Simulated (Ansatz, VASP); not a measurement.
**Two plane-wave programs on In**

Contents of INCAR:

```
  PREC = Accurate
  ENCUT = 600
  EDIFF = 1E-6
  ISMEAR = 0
  SIGMA = 0.1
  LREAL = False
  LASPH = True
  NELM = 60
  ALGO = Normal
  ISIF = 3
  LWAVE = False
  LCHARG = False
  GGA = PS
  IBRION = 2
  NSW = 80
  EDIFFG = -0.01
```

KPOINTS

```
Automatic mesh
0
Gamma
  12 12 8
```

Contents of POSCAR:

```
In
1.0
    3.3188876381      0.0000000000      0.0000000000
   -1.6594438191      2.8742410069      0.0000000000
    0.0000000000      0.0000000000      5.3694414286
In
2
Direct
    0.3333333333      0.6666666667      0.2500000000
    0.6666666667      0.3333333333      0.7500000000
```

Input for Ansatz:

```yaml
crystal:
  lattice:
    - [3.3188876381, 0.0, 0.0]
    - [-1.6594438191, 2.8742410069, 0.0]
    - [0.0, 0.0, 5.3694414286]
  atoms:
    - { symbol: In, position: [0.3333333333, 0.6666666667, 0.25] }
    - { symbol: In, position: [0.6666666667, 0.3333333333, 0.75] }
basis:
  ecutwfc: 420
kpoints:
  mp_grid: { grid: [12, 12, 8] }
hamiltonian:
  xc: pbesol
scf:
  occupations: { method: gaussian, width: 0.1 }
output:
  forces: true
  stress: true
  eigenvalues: true
relax:
  adjacent_minimum: "off"
  f_tol: 0.01
  max_steps: 60
  cell: { stress_tol: 0.1 }
```

Alike in both runs: task relaxation of cell and atoms; functional PBEsol; k mesh 12 × 12 × 8; occupations gaussian, width 0.1 eV; no spin polarisation.

|  | VASP | Ansatz |
| --- | --- | --- |
| version | VASP 6.6.1 | Ansatz 0.2.0 |
| potentials or method | VASP PAW PBE potentials, release 64 (In_d), cutoff 600 eV | scalar-relativistic, plane waves, PAW |
| valence electrons in the cell | 26 | 26 |

VASP gave:

- gap on the k mesh at the Fermi level, each at its own relaxed structure (eV): none
- relaxed volume (Å³/atom): 25.73
- relaxed cell length with the largest relative difference (Å): 5.413

**Question.** Estimate Ansatz's values.

**Answer.** gap on the k mesh at the Fermi level, each at its own relaxed structure (eV): none; relaxed volume (Å³/atom): 25.74; relaxed cell length with the largest relative difference (Å): 5.384.

VASP's potentials were made for PBE, not for PBEsol. A gap of «none» marks a metal or a gap that the smearing closes.
